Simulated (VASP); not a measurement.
Al2BiP:

```
CELL_PARAMETERS angstrom
3.93905 0.00000 0.00000
0.00000 3.93905 0.00000
0.00000 0.00000 5.93376
ATOMIC_POSITIONS crystal
P 0.00000 0.00000 0.00000
Al 0.00000 0.50000 0.78487
Al 0.50000 0.00000 0.21513
Bi 0.50000 0.50000 0.50000
```

This cell differs from its parent crystal: biaxial xy strain -5.4%.

Base run:

* Program: VASP 6.6.1
* Functional: PBE
* Potentials or basis: VASP PAW PBE potentials, release 64 (P, Al, Bi_d)
* Cutoff: 520 eV
* k mesh: 6 × 6 × 4
* Occupations: fermi-dirac, width 0.02 eV
* Spin: no spin polarisation

Its results: band gap on the k mesh zero (bands 13 and 14 overlap by 0.46 eV); pressure 9.9 GPa; largest force 0.107 eV/Å.

Task: The run is repeated on the same cell with these changes: functional from PBE to HSE06; k mesh from 6 × 6 × 4 to 4 × 4 × 4. What comes out?

Result: Band gap on the k mesh zero (filled and empty bands overlap); pressure 8.3 GPa; largest force 0.020 eV/Å.

Several settings changed at once.

Caveats: some runs use coarse meshes; spin-orbit coupling is left out, which moves the levels of the heavy elements; the cell stands under pressure (at least some runs); the PAW data sets were made with another functional, which shifts forces and pressure a little (at least some runs).
